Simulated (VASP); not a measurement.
A run of VASP 6.6.1 is set up as follows.

File INCAR:

```
ALGO = Normal
EDIFF = 1E-7
ENCUT = 520
GGA = PE
ISIF = 2
ISMEAR = -1
LASPH = True
LCHARG = False
LREAL = False
LWAVE = False
NBANDS = 11
NELM = 80
PREC = Accurate
SIGMA = 0.08
```

File KPOINTS:

```
k-points
0
Gamma
  20 20 20
```

File POSCAR:

```
C
1.0
    0.0000000000      1.8369020000      1.7834000000
    1.8369020000      0.0000000000      1.7834000000
    1.8369020000      1.8369020000      0.0000000000
C
2
Direct
    0.5000000000      0.5000000000      0.5000000000
    0.7500000000      0.7500000000      0.7500000000
```

Potentials or basis: VASP PAW PBE potentials, release 64 (C).

Launch:

```console
$ cat potpaw_PBE.64/C/POTCAR > POTCAR
$ mpirun -np 1 vasp_std > vasp.out
```

Task: Predict the band gap on the k mesh.

Result: 3.29 eV, indirect (least direct gap 4.92 eV).

Task: Estimate the pressure.

Result: -21.0 GPa.

Stress tensor (GPa, compression positive):
```
-29.37   0.00   0.00
  0.00 -29.37   0.00
  0.00   0.00  -4.38
```

Caveat: the cell differs from its parent crystal (equal xx and yy strain of +3 %). A k mesh can miss the band edges.
